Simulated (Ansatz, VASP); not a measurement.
## One calculation of SiNi, two programs

Contents of INCAR:

```
SYSTEM = SiNi
ALGO = Normal ; EDIFF = 1E-6
EDIFFG = -0.005 ; ENCUT = 600
GGA = PS ; IBRION = 2
ISIF = 3 ; ISMEAR = 0
LASPH = .True. ; LCHARG = .False.
LREAL = .False. ; LUSENCCL = .False.
LWAVE = .False. ; NELM = 80
NSW = 100 ; PREC = Accurate
SIGMA = 0.1
```

The input KPOINTS:

```
k-points
0
Gamma
  8 10 6
  0 0 0
```

POSCAR

```
SiNi
1.0
    5.1731000000      0.0000000000      0.0000000000
    0.0000000000      3.3381000000      0.0000000000
    0.0000000000      0.0000000000      5.6049000000
Si Ni
4 4
Direct
    0.3212800000      0.7500000000      0.0825000000
    0.1787200000      0.2500000000      0.5825000000
    0.8212800000      0.7500000000      0.4175000000
    0.6787200000      0.2500000000      0.9175000000
    0.0077900000      0.2500000000      0.1875200000
    0.4922100000      0.7500000000      0.6875200000
    0.5077900000      0.2500000000      0.3124800000
    0.9922100000      0.7500000000      0.8124800000
```

Input for Ansatz:

```yaml
crystal:
  lattice:
    - [5.1731, 0.0, 0.0]
    - [0.0, 3.3381, 0.0]
    - [0.0, 0.0, 5.6049]
  atoms:
    - { symbol: Si, position: [0.32128, 0.75, 0.0825] }
    - { symbol: Si, position: [0.17872, 0.25, 0.5825] }
    - { symbol: Si, position: [0.82128, 0.75, 0.4175] }
    - { symbol: Si, position: [0.67872, 0.25, 0.9175] }
    - { symbol: Ni, position: [0.00779, 0.25, 0.18752] }
    - { symbol: Ni, position: [0.49221, 0.75, 0.68752] }
    - { symbol: Ni, position: [0.50779, 0.25, 0.31248] }
    - { symbol: Ni, position: [0.99221, 0.75, 0.81248] }
basis:
  ecutwfc: 420
kpoints:
  mp_grid: { grid: [8, 10, 6] }
hamiltonian:
  xc: pbesol
scf:
  occupations: { method: gaussian, width: 0.1 }
output:
  forces: true
  stress: true
  eigenvalues: true
relax:
  adjacent_minimum: "off"
  f_tol: 0.005
  max_steps: 80
  cell: { stress_tol: 0.05 }
```

Alike in both runs: task relaxation of cell and atoms; functional PBEsol; k mesh 8 × 10 × 6; occupations gaussian, width 0.1 eV; no spin polarisation.

```csv
,VASP,Ansatz
version,VASP 6.6.1,Ansatz 0.2.0
potentials or method,"VASP PAW PBE potentials, release 64 (Si, Ni), cutoff 600 eV","scalar-relativistic, plane waves, PAW"
valence electrons in the cell,56,88
```

Ansatz gave:

```
gap on the k mesh at the Fermi level, each at its own relaxed structure (eV) : none
relaxed volume (Å³/atom)                                                     : 11.80
relaxed length of the cell vector where the two differ most in proportion (Å)              : 5.088
```

Problem. Which values does VASP return?

Solution. gap on the k mesh at the Fermi level, each at its own relaxed structure (eV): none; relaxed volume (Å³/atom): 11.82; relaxed length of the cell vector where the two differ most in proportion (Å): 5.091.

VASP's potentials were made for PBE, not for PBEsol. A gap of «none» marks a metal or a gap that the smearing closes. VASP's potentials hold 56 valence electrons a cell and Ansatz's 88, so a difference there can come from the potentials and not from the codes.
